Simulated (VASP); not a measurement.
# CuRu4 (P6/mmm) in VASP: further runs, part 2 of 2

VASP 6.6.1. The steps go on from the part before.

### Step 3. Relaxation of cell and atoms, PBE

This run uses another cell than the first one, of 14.92 Å³/atom.

Contents of INCAR:

```
PREC = Accurate
ENCUT = 600
EDIFF = 1E-6
ISMEAR = 0
SIGMA = 0.1
LREAL = F
LASPH = T
NELM = 80
ALGO = Normal
ISIF = 3
LWAVE = F
LCHARG = F
GGA = PE
IBRION = 2
NSW = 90
EDIFFG = -0.04
```

Contents of KPOINTS:

```
regular mesh
0
Gamma
  6 6 2
```

Contents of POSCAR:

```
CuRu4
1.0
    3.2831875900      0.0000000000      0.0000000000
   -1.6415937900      2.8433238600      0.0000000000
    0.0000000000      0.0000000000      7.9927298300
Cu Ru
1 4
Direct
    0.0000000000      0.0000000000      0.0000000000
    0.3333333300      0.6666666700      0.5000000000
    0.6666666700      0.3333333300      0.5000000000
    0.0000000000      0.0000000000      0.3772800300
    0.0000000000      0.0000000000      0.6227199700
```

Potentials or basis: VASP PAW PBE potentials, release 64 (Cu, Ru_pv).

Launch:

```
> cat potpaw_PBE.64/Cu/POTCAR potpaw_PBE.64/Ru_pv/POTCAR > POTCAR
> mpirun -np 1 vasp_std > vasp.out
```

OUTCAR:

```text
PREC = Accurate
   ENCUT = 600
   EDIFF = 1E-6
   ISMEAR = 0
   LREAL = F
   LASPH = T
   NELM = 80
   ISIF = 3
   GGA = PE
   IBRION = 2
   NSW = 90
   EDIFFG = -0.04

 ion  position               nearest neighbor table
   1  0.000  0.000  0.000-   4 3.02   5 3.02
   2  0.333  0.667  0.500-   3 1.90   3 1.90   3 1.90   5 2.13   4 2.13   5 2.13   4 2.13   5 2.13
                             4 2.13
   3  0.667  0.333  0.500-   2 1.90   2 1.90   2 1.90   5 2.13   4 2.13   4 2.13   5 2.13   4 2.13
                             5 2.13
   4  0.000  0.000  0.377-   5 1.96   3 2.13   2 2.13   2 2.13   3 2.13   3 2.13   2 2.13   1 3.02

   5  0.000  0.000  0.623-   4 1.96   3 2.13   2 2.13   2 2.13   3 2.13   3 2.13   2 2.13   1 3.02

  LATTYP: Found a hexagonal cell.
 ALAT       =     3.2831875900
 C/A-ratio  =     2.4344420204

  Lattice vectors:

 A1 = (   3.2831875900,   0.0000000000,   0.0000000000)
 A2 = (  -1.6415937900,   2.8433238600,   0.0000000000)
 A3 = (   0.0000000000,   0.0000000000,   7.9927298300)

Analysis of symmetry for initial positions (statically):
=====================================================================
 Subroutine PRICEL returns:
 Original cell was already a primitive cell.

 Routine SETGRP: Setting up the symmetry group for a
 hexagonal supercell.

 Subroutine GETGRP returns: Found 24 space group operations
 (whereof 24 operations were pure point group operations)
 out of a pool of 24 trial point group operations.

The static configuration has the point symmetry D_6h.

Analysis of symmetry for dynamics (positions and initial velocities):
=====================================================================
 Subroutine PRICEL returns:
 Original cell was already a primitive cell.

 Routine SETGRP: Setting up the symmetry group for a
 hexagonal supercell.

 Subroutine GETGRP returns: Found 24 space group operations
 (whereof 24 operations were pure point group operations)
 out of a pool of 24 trial point group operations.

The dynamic configuration has the point symmetry D_6h.

 Subroutine INISYM returns: Found 24 space group operations
[... 93 lines left out ...]
   LREAL  =      F    real-space projection
   EDIFFG = -.4E-01   stopping-criterion for IOM
   NSW    =     90    number of steps for IOM
   IBRION =      2    ionic relax: 0-MD 1-quasi-New 2-CG
   NFREE  =      1    steps in history (QN), initial steepest desc. (CG)
   ISIF   =      3    stress and relaxation
   ISYM   =      2    0-nonsym 1-usesym 2-fastsym
   POTIM  = 0.5000    time-step for ionic-motion
   TEBEG  =    0.0;   TEEND  =   0.0 temperature during run
   PSTRESS=    0.0 pullay stress
   NELECT =      67.0000    total number of electrons
   NUPDOWN=      -1.0000    fix difference up-down
   EMIN   =  10.00;   EMAX   =-10.00  energy-range for DOS
   EFERMI =   0.00;   METHOD = LEGACY
   ISMEAR =     0;   SIGMA  =   0.10  broadening in eV -4-tet -1-fermi 0-gaus
   EFERMI_NEDOS =   21; number of points for ismear=-14 and -15
   IALGO  =     38    algorithm
   IMIX   =      4    mixing-type and parameters
     AMIX     =   0.40;   BMIX     =  1.00
     AMIX_MAG =   1.60;   BMIX_MAG =  1.00
  volume/ion in A,a.u.               =      14.92       100.70
  Fermi-wavevector in a.u.,A,eV,Ry     =   1.579407  2.984646 33.940091  2.494526
  Thomas-Fermi vector in A             =   2.679791
   LORBIT       =      0    0 simple, 1 ext, 2 COOP (PROOUT), +10 PAW based schemes
   GGA     = PE    functional components
   LHFCALC =     F    Hartree Fock is set to
   AEXX    =    0.0000 exact exchange contribution
   IVDW    =     0    specifies the selected vdW correction
   LEPSILON=     F    determine dielectric tensor
   LRPA    =     F    only Hartree local field effects (RPA)
 conjugate gradient relaxation of ions
 non-spin polarized calculation
 Gauss-broadening in eV      SIGMA  =   0.10
  energy-cutoff  :      600.00
  volume of cell :       74.61
 maximum number of plane-waves:      2539
 NGX is ok and might be reduce to    28
   NGX = 13   NGY = 13   NGZ = 31

--------------------------------------- Ionic step        1  -------------------------------------------

 number of electron      66.9999997 magnetization

 Free energy of the ion-electron system (eV)
  ---------------------------------------------------
  ext. energy  EPLUGINS =         0.00000000
  ---------------------------------------------------
  free energy    TOTEN  =         3.36919306 eV

  energy without entropy =        3.39477804  energy(sigma->0) =        3.38198555

 E-fermi :  10.3159     XC(G=0): -11.9761

 val. band max:       10.2941377773   @ k =   0.3333  -0.0000   0.5000
 cond. band min:      10.3290298555   @ k =   0.1667   0.1667   0.0000
 fundamental gap:      0.0348920782
 Fermi energy:        10.3159465881
[... 2540 lines left out ...]
     39       6.0695      0.00000
     40       6.0695      0.00000

[... ionic steps 4 to 17 ...]

--------------------------------------- Ionic step       18  -------------------------------------------

 number of electron      67.0000009 magnetization

------------------------ aborting loop because EDIFF is reached ----------------------------------------
[... 73 lines left out ...]
--------------------------------------- Ionic step       20  -------------------------------------------

 number of electron      67.0000011 magnetization

 Free energy of the ion-electron system (eV)
  ---------------------------------------------------
  ext. energy  EPLUGINS =         0.00000000
  ---------------------------------------------------
  free energy    TOTEN  =       -33.79297198 eV

  energy without entropy =      -33.74947862  energy(sigma->0) =      -33.77122530

 E-fermi :   5.4484     XC(G=0): -10.5081

 val. band max:        5.4442896183   @ k =   0.3333   0.1667   0.0000
 cond. band min:       5.4789882606   @ k =   0.1667  -0.0000   0.5000
 fundamental gap:      0.0346986423
 Fermi energy:         5.4483662184
[... 632 lines left out ...]
  FREE ENERGIE OF THE ION-ELECTRON SYSTEM (eV)
  ---------------------------------------------------
  free  energy   TOTEN  =       -33.7929719798 eV

  energy  without entropy=      -33.7494786209  energy(sigma->0) =      -33.77122530

 reached required accuracy - stopping structural energy minimisation
```

Wall time 43 min (1 thread of Intel Xeon 8259CL, shared host); peak memory 0.25 GiB.

Results:

| Property | Result |
| --- | --- |
| Free energy | -33.7930 eV |
| Relaxed volume | 21.36 Å³/atom |
| Relaxed cell | a = 4.075 Å, b = 4.075 Å, c = 7.427 Å, α = 90.00°, β = 90.00°, γ = 120.00° |
| Space group after relaxing (to 0.1 Å) | P6/mmm (No. 191) |
| Pressure after relaxing | 0.0 GPa |
| Largest force after relaxing | 0.014 eV/Å |
| Band gap on the k mesh | zero (an odd number of electrons rules out a gap without spin polarisation) |

Forces on the atoms (eV/Å):
```
Cu   0.000  0.000  0.000
Ru   0.000  0.000  0.000
Ru   0.000  0.000  0.000
Ru   0.000  0.000  0.014
Ru   0.000  0.000 -0.014
```

Final structure:
```cif
data_structure
_symmetry_space_group_name_H-M 'P 1'
_symmetry_Int_Tables_number 1
_cell_length_a 4.0749
_cell_length_b 4.0749
_cell_length_c 7.4271
_cell_angle_alpha 90.000
_cell_angle_beta 90.000
_cell_angle_gamma 120.000
_cell_volume 106.80
loop_
_atom_site_label
_atom_site_type_symbol
_atom_site_fract_x
_atom_site_fract_y
_atom_site_fract_z
_atom_site_occupancy
Cu1 Cu 0.00000 0.00000 0.00000 1
Ru1 Ru 0.33333 0.66667 0.50000 1
Ru2 Ru 0.66667 0.33333 0.50000 1
Ru3 Ru 0.00000 0.00000 0.31771 1
Ru4 Ru 0.00000 0.00000 0.68229 1
```

Levels at points of the mesh, in eV from the Fermi level:
```tsv
k point	band 31	band 32	band 33	band 34	band 35	band 36
(0.00, 0.00, 0.00)	-1.32	-0.20	-0.13	0.48	0.63	0.63
(0.50, 0.00, 0.00)	-1.08	-0.72	-0.11	-0.04	0.17	0.23
(0.00, 0.00, 0.50)	-1.56	-1.41	-0.13	0.56	0.56	0.81
(0.50, 0.00, 0.50)	-1.13	-0.83	-0.74	-0.43	-0.37	1.20
```

Caveat: the k points lie up to 0.42 Å⁻¹ apart in the final cell, too coarse for converged energies and pressures of a metal; the volume moved by over 15 % at a fixed basis, so the end points are rough.
